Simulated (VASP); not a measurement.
# CuAs (P6_3/mmc) in VASP: a series of runs

CuAs is run at these levels: LDA; tasks: single point.

Everything below comes from runs of VASP 6.6.1. Logs are shortened: lines on timing, memory, paths and dates and some standing lists are left out, and cuts for length are marked.

### Step 1. The cell of the first run

Symmetry: P6_3/mmc, No. 194, hexagonal system. The conventional cell has a = 3.724 Å, b = 3.724 Å, c = 5.404 Å, α = 90.00°, β = 90.00°, γ = 120.00°. Within 3.4 Å of Cu (site symmetry -3m) lie 6 As at 2.54 Å and 2 Cu at 2.70 Å. Within 3.4 Å of As (site symmetry -6m2) lie 6 Cu at 2.54 Å.

### Step 2. Single point, LDA (volume 16.228 Å^3 an atom, c/a of the conventional cell 1.4511)

Input file INCAR:

```
ALGO     = Normal         # electronic algorithm
EDIFF    = 1E-7           # SCF threshold, eV
ENCUT    = 520            # plane-wave cutoff, eV
GGA      = CA             # functional
ISIF     = 2              # what is computed and relaxed
ISMEAR   = 0              # smearing method
LASPH    = True           # aspherical terms in the spheres
LCHARG   = False          # write CHGCAR
LREAL    = False          # projectors in reciprocal space
LWAVE    = False          # write WAVECAR
NBANDS   = 24             # bands
NELM     = 100            # most SCF steps
PREC     = Accurate       # precision mode
SIGMA    = 0.15           # smearing width, eV
```

Input file KPOINTS:

```
k-points
0
Gamma
  15 15 10
```

Input file POSCAR:

```
CuAs
1.0
    3.7241943668      0.0000000000      0.0000000000
   -1.8620971834      3.2252469302      0.0000000000
    0.0000000000      0.0000000000      5.4041784456
Cu As
2 2
Direct
    0.0000000000      0.0000000000      0.5000000000
    0.0000000000      0.0000000000      0.0000000000
    0.6666666667      0.3333333333      0.7500000000
    0.3333333333      0.6666666667      0.2500000000
```

Potentials or basis: VASP PAW LDA potentials, release 64 (Cu, As).

On the command line:

```bash
$ cat potpaw_LDA.64/Cu/POTCAR potpaw_LDA.64/As/POTCAR > POTCAR
$ mpirun -np 1 vasp_std > vasp.out
```

OUTCAR:

```text
EDIFF = 1E-7
   ENCUT = 520
   GGA = CA
   ISIF = 2
   ISMEAR = 0
   LASPH = True
   LREAL = False
   NELM = 100
   PREC = Accurate

 ion  position               nearest neighbor table
   1  0.000  0.000  0.500-   3 2.54   4 2.54   4 2.54   3 2.54   3 2.54   4 2.54   2 2.70   2 2.70

   2  0.000  0.000  0.000-   3 2.54   4 2.54   4 2.54   3 2.54   3 2.54   4 2.54   1 2.70   1 2.70

   3  0.667  0.333  0.750-   1 2.54   2 2.54   1 2.54   2 2.54   1 2.54   2 2.54
   4  0.333  0.667  0.250-   1 2.54   2 2.54   1 2.54   2 2.54   1 2.54   2 2.54

  LATTYP: Found a hexagonal cell.
 ALAT       =     3.7241943668
 C/A-ratio  =     1.4511000000

  Lattice vectors:

 A1 = (   3.7241943668,   0.0000000000,   0.0000000000)
 A2 = (  -1.8620971834,   3.2252469302,   0.0000000000)
 A3 = (   0.0000000000,   0.0000000000,   5.4041784456)

Analysis of symmetry for initial positions (statically):
=====================================================================
 Subroutine PRICEL returns:
 Original cell was already a primitive cell.

 Routine SETGRP: Setting up the symmetry group for a
 hexagonal supercell.

 Subroutine GETGRP returns: Found 24 space group operations
 (whereof 12 operations were pure point group operations)
 out of a pool of 24 trial point group operations.

The static configuration has the point symmetry D_3d.
 The point group associated with its full space group is D_6h.

Analysis of symmetry for dynamics (positions and initial velocities):
=====================================================================
 Subroutine PRICEL returns:
 Original cell was already a primitive cell.

 Routine SETGRP: Setting up the symmetry group for a
 hexagonal supercell.

 Subroutine GETGRP returns: Found 24 space group operations
 (whereof 12 operations were pure point group operations)
 out of a pool of 24 trial point group operations.

The dynamic configuration has the point symmetry D_3d.
 The point group associated with its full space group is D_6h.

 Subroutine INISYM returns: Found 24 space group operations
 (whereof 12 operations are pure point group operations),
 and found     1 'primitive' translations

----------------------------------------------------------------------------------------

                                     Primitive cell

  volume of cell :      64.9120

  direct lattice vectors                    reciprocal lattice vectors
     3.724194367  0.000000000  0.000000000     0.268514449  0.155026890  0.000000000
    -1.862097183  3.225246930  0.000000000     0.000000000  0.310053779  0.000000000
     0.000000000  0.000000000  5.404178446     0.000000000  0.000000000  0.185042002

  length of vectors
     3.724194367  3.724194367  5.404178446     0.310053779  0.310053779  0.185042002

  position of ions in fractional coordinates (direct lattice)
     0.000000000  0.000000000  0.500000000
     0.000000000  0.000000000  0.000000000
     0.666666667  0.333333333  0.750000000
     0.333333333  0.666666667  0.250000000

  ion indices of the primitive-cell ions
   primitive index   ion index
                 1           1
                 2           2
                 3           3
                 4           4

----------------------------------------------------------------------------------------

 KPOINTS: k-points

Automatic generation of k-mesh.
 Grid dimensions read from file:
 generate k-points for:   15   15   10

 Generating k-lattice:

  Cartesian coordinates                     Fractional coordinates (reciprocal lattice)
     0.017900963  0.010335126  0.000000000     0.066666667  0.000000000  0.000000000
     0.000000000  0.020670252  0.000000000     0.000000000  0.066666667  0.000000000
     0.000000000  0.000000000  0.018504200     0.000000000  0.000000000  0.100000000

  Length of vectors
     0.020670252  0.020670252  0.018504200

  Shift w.r.t. Gamma in fractional coordinates (k-lattice)
     0.000000000  0.000000000  0.000000000

 Subroutine IBZKPT returns following result:
 ===========================================

 Found    162 irreducible k-points:

 Following reciprocal coordinates:
            Coordinates               Weight
  0.000000  0.000000  0.000000      1.000000
  0.066667 -0.000000  0.000000      6.000000
  0.133333  0.000000  0.000000      6.000000
  0.200000 -0.000000  0.000000      6.000000
  0.266667  0.000000  0.000000      6.000000
  0.333333  0.000000  0.000000      6.000000
[... 16 lines left out ...]
  0.333333  0.200000  0.000000     12.000000
  0.400000  0.200000  0.000000      6.000000
 [... further k-points ...]
   k-points           NKPTS =    162   k-points in BZ     NKDIM =    162   number of bands    NBANDS=     24
   number of dos      NEDOS =    301   number of ions     NIONS =      4
   total plane-waves  NPLWV =  31360
   dimension x,y,z NGX =    28 NGY =   28 NGZ =   40
   dimension x,y,z NGXF=    56 NGYF=   56 NGZF=   80
   ions per type =               2   2
   NGX,Y,Z   is equivalent  to a cutoff of  12.50, 12.50, 12.30 a.u.
   NGXF,Y,Z  is equivalent  to a cutoff of  25.00, 25.00, 24.61 a.u.
 SYSTEM =  unknown system
   PREC   = accura    normal or accurate (medium, high low for compatibility)
   ISTART =      0    job   : 0-new  1-cont  2-samecut
   ICHARG =      2    charge: 1-file 2-atom 10-const
   ISPIN  =      1    spin polarized calculation?
   LNONCOLLINEAR =      F non collinear calculations
   LSORBIT =      F    spin-orbit coupling
   LASPH  =      T    aspherical Exc in radial PAW
   ENCUT  =  520.0 eV  38.22 Ry    6.18 a.u.   6.92  6.92 10.05*2*pi/ulx,y,z
   NELM   =    100;   NELMIN=  2; NELMDL= -5     # of ELM steps
   EDIFF  = 0.1E-06   stopping-criterion for ELM
   LREAL  =      F    real-space projection
   EDIFFG = 0.1E-05   stopping-criterion for IOM
   NSW    =      0    number of steps for IOM
   IBRION =     -1    ionic relax: 0-MD 1-quasi-New 2-CG
   NFREE  =      0    steps in history (QN), initial steepest desc. (CG)
   ISIF   =      2    stress and relaxation
   ISYM   =      2    0-nonsym 1-usesym 2-fastsym
   POTIM  = 0.5000    time-step for ionic-motion
   TEBEG  =    0.0;   TEEND  =   0.0 temperature during run
   PSTRESS=    0.0 pullay stress
   NELECT =      32.0000    total number of electrons
   NUPDOWN=      -1.0000    fix difference up-down
   EMIN   =  10.00;   EMAX   =-10.00  energy-range for DOS
   EFERMI =   0.00;   METHOD = LEGACY
   ISMEAR =     0;   SIGMA  =   0.15  broadening in eV -4-tet -1-fermi 0-gaus
   EFERMI_NEDOS =   21; number of points for ismear=-14 and -15
   IALGO  =     38    algorithm
   IMIX   =      4    mixing-type and parameters
     AMIX     =   0.40;   BMIX     =  1.00
     AMIX_MAG =   1.60;   BMIX_MAG =  1.00
  volume/ion in A,a.u.               =      16.23       109.51
  Fermi-wavevector in a.u.,A,eV,Ry     =   1.293252  2.443892 22.755754  1.672501
  Thomas-Fermi vector in A             =   2.424909
   LORBIT       =      0    0 simple, 1 ext, 2 COOP (PROOUT), +10 PAW based schemes
   GGA     = CA    functional components
   LHFCALC =     F    Hartree Fock is set to
   AEXX    =    0.0000 exact exchange contribution
   IVDW    =     0    specifies the selected vdW correction
   LEPSILON=     F    determine dielectric tensor
   LRPA    =     F    only Hartree local field effects (RPA)
 non-spin polarized calculation
 Gauss-broadening in eV      SIGMA  =   0.15
  energy-cutoff  :      520.00
  volume of cell :       64.91
 maximum number of plane-waves:      1764
 NGX is ok and might be reduce to    28
   NGX = 13   NGY = 13   NGZ = 21

 number of electron      32.0000016 magnetization

 Free energy of the ion-electron system (eV)
  ---------------------------------------------------
  ext. energy  EPLUGINS =         0.00000000
  ---------------------------------------------------
  free energy    TOTEN  =       -19.83203018 eV

  energy without entropy =      -19.80991906  energy(sigma->0) =      -19.82097462

 E-fermi :   6.2650     XC(G=0): -11.3823

 val. band max:        6.2608496219   @ k =   0.0000   0.0000   0.3000
 cond. band min:       6.2669916978   @ k =   0.3333   0.0667   0.4000
 fundamental gap:      0.0061420760
 Fermi energy:         6.2649618681

 k-point     1 :       0.0000    0.0000    0.0000
  band No.  band energies     occupation
      1      -7.1718      2.00000
      2      -4.2199      2.00000
      3      -0.2373      2.00000
      4       1.6544      2.00000
      5       1.6544      2.00000
      6       2.0887      2.00000
[... 16 lines left out ...]
     23      15.1937      0.00000
     24      15.1937      0.00000

 k-point     2 :       0.0667   -0.0000    0.0000
  band No.  band energies     occupation
      1      -7.1181      2.00000
      2      -4.2070      2.00000
      3      -0.1750      2.00000
      4       1.6601      2.00000
      5       1.6629      2.00000
      6       2.0795      2.00000
[... 16 lines left out ...]
     23      14.4169      0.00000
     24      14.8152      0.00000

 k-point     3 :       0.1333    0.0000    0.0000
  band No.  band energies     occupation
      1      -6.9584      2.00000
      2      -4.1727      2.00000
      3       0.0099      2.00000
      4       1.6758      2.00000
      5       1.6855      2.00000
      6       2.0383      2.00000
[... 16 lines left out ...]
     23      13.5424      0.00000
     24      14.1332      0.00000

 k-point     4 :       0.2000   -0.0000    0.0000
  band No.  band energies     occupation
      1      -6.6983      2.00000
      2      -4.1306      2.00000
      3       0.3110      2.00000
      4       1.6716      2.00000
      5       1.7132      2.00000
      6       1.9072      2.00000
[... 16 lines left out ...]
     23      13.8088      0.00000
     24      14.2094      0.00000

 k-point     5 :       0.2667    0.0000    0.0000
  band No.  band energies     occupation
      1      -6.3484      2.00000
      2      -4.1055      2.00000
      3       0.7134      2.00000
      4       1.3258      2.00000
      5       1.7335      2.00000
      6       1.8498      2.00000
[... 451 lines left out ...]
 k-point    22 :       0.2667    0.2000    0.0000
  band No.  band energies     occupation
      1      -5.4284      2.00000
      2      -4.1622      2.00000
      3       0.3699      2.00000
      4       1.4631      2.00000
      5       1.5882      2.00000
      6       1.7099      2.00000
[... 16 lines left out ...]
     23      14.4596      0.00000
     24      15.9748      0.00000

 k-point    23 :       0.3333    0.2000    0.0000
  band No.  band energies     occupation
      1      -5.0280      2.00000
      2      -4.2957      2.00000
      3      -0.0683      2.00000
      4       1.3925      2.00000
      5       1.5546      2.00000
      6       1.9756      2.00000
[... 16 lines left out ...]
     23      15.2051      0.00000
     24      16.7856      0.00000

 k-point    24 :       0.4000    0.2000    0.0000
  band No.  band energies     occupation
      1      -4.7917      2.00000
      2      -4.4302      2.00000
      3      -0.2345      2.00000
      4       1.3716      2.00000
      5       1.5419      2.00000
      6       2.0216      2.00000
[... 16 lines left out ...]
     23      16.0652      0.00000
     24      16.8584      0.00000

 [... further k-points ...]
[... 5 lines left out ...]
  --------------------------------------------------------------------------------------
  -------------------------------------------------------------------------------------
  Total       -1.7814692     -1.7814692     -5.3609572      0.0000000      0.0000000      0.0000000
  in kB      -43.9707538    -43.9707538   -132.3207442      0.0000000      0.0000000      0.0000000
  external PRESSURE =     -73.4207506 kB  Pullay stress =       0.0000000 kB

 VOLUME and BASIS-vectors are now :
 -----------------------------------------------------------------------------
  energy-cutoff  :      520.00
  volume of cell :       64.91
      direct lattice vectors                 reciprocal lattice vectors
     3.724194367  0.000000000  0.000000000     0.268514449  0.155026890  0.000000000
    -1.862097183  3.225246930  0.000000000     0.000000000  0.310053779  0.000000000
     0.000000000  0.000000000  5.404178446     0.000000000  0.000000000  0.185042002

 POSITION                                       TOTAL-FORCE (eV/Angst)
 -----------------------------------------------------------------------------------
      0.00000      0.00000      2.70209         0.000000      0.000000      0.000000
      0.00000      0.00000      0.00000         0.000000      0.000000      0.000000
      1.86210      1.07508      4.05313         0.000000     -0.000000     -0.000000
     -0.00000      2.15016      1.35104        -0.000000     -0.000000     -0.000000
 -----------------------------------------------------------------------------------
    total drift:                               -0.000000      0.000000     -0.000000

  FREE ENERGIE OF THE ION-ELECTRON SYSTEM (eV)
  ---------------------------------------------------
  free  energy   TOTEN  =       -19.8320301753 eV

  energy  without entropy=      -19.8099190563  energy(sigma->0) =      -19.82097462
```

Wall time 3.8 min (1 thread of Intel Xeon Platinum 8488C (Sapphire Rapids), shared host); peak memory 0.32 GiB.

What came out:

```
Free energy            : -19.8320 eV
Pressure               : -7.3 GPa
Band gap on the k mesh : zero (band 16 reaches 7.98 eV, above the bottom of band 17 at 5.38 eV)
```

### Step 3. Single point, LDA (volume 15.827 Å^3 an atom, c/a of the conventional cell 1.2097)

Input file INCAR:

```
PREC = Accurate
ENCUT = 520
EDIFF = 1E-7
ISMEAR = 0
SIGMA = 0.15
LREAL = F
LASPH = T
NELM = 80
ALGO = Normal
ISIF = 2
LWAVE = F
LCHARG = F
NBANDS = 24
```

Input file KPOINTS:

```
Automatic mesh
0
Gamma
  15 15 10
```

Input file POSCAR:

```
CuAs
1.0
    3.9241906059      0.0000000000      0.0000000000
   -1.9620953029      3.3984487540      0.0000000000
    0.0000000000      0.0000000000      4.7470933759
Cu As
2 2
Direct
    0.0000000000      0.0000000000      0.5000000000
    0.0000000000      0.0000000000      0.0000000000
    0.6666666667      0.3333333333      0.7500000000
    0.3333333333      0.6666666667      0.2500000000
```

Potentials or basis: VASP PAW LDA potentials, release 64 (Cu, As).

On the command line:

```bash
$ cat potpaw_LDA.64/Cu/POTCAR potpaw_LDA.64/As/POTCAR > POTCAR
$ mpirun -np 1 vasp_std > vasp.out
```

Run time: 4 min. Hardware: 1 thread of Intel Xeon 6975P-C, shared host; peak memory 0.32 GiB.

Results (log left out):

```yaml
Free_energy: -20.0130 eV
Pressure: -5.1 GPa
Band_gap_on_the_k_mesh: zero (band 16 reaches 7.53 eV, above the bottom of band 17 at 5.81 eV)
```

Stress tensor (GPa, compression positive):
```
-7.64  0.00  0.00
 0.00 -7.64  0.00
 0.00  0.00 -0.09
```

Levels at points of the mesh, in eV from the Fermi level:
| k point | band 12 | band 13 | band 14 | band 15 | band 16 | band 17 | band 18 | band 19 | band 20 | band 21 |
| --- | --- | --- | --- | --- | --- | --- | --- | --- | --- | --- |
| (0.00, 0.00, 0.00) | -2.74 | -1.32 | -0.44 | -0.44 | 0.95 | 0.95 | 2.24 | 2.78 | 2.88 | 6.26 |
| (0.00, 0.00, 0.50) | -3.53 | -1.16 | -1.16 | 0.78 | 0.78 | 0.78 | 0.78 | 4.22 | 4.22 | 5.51 |
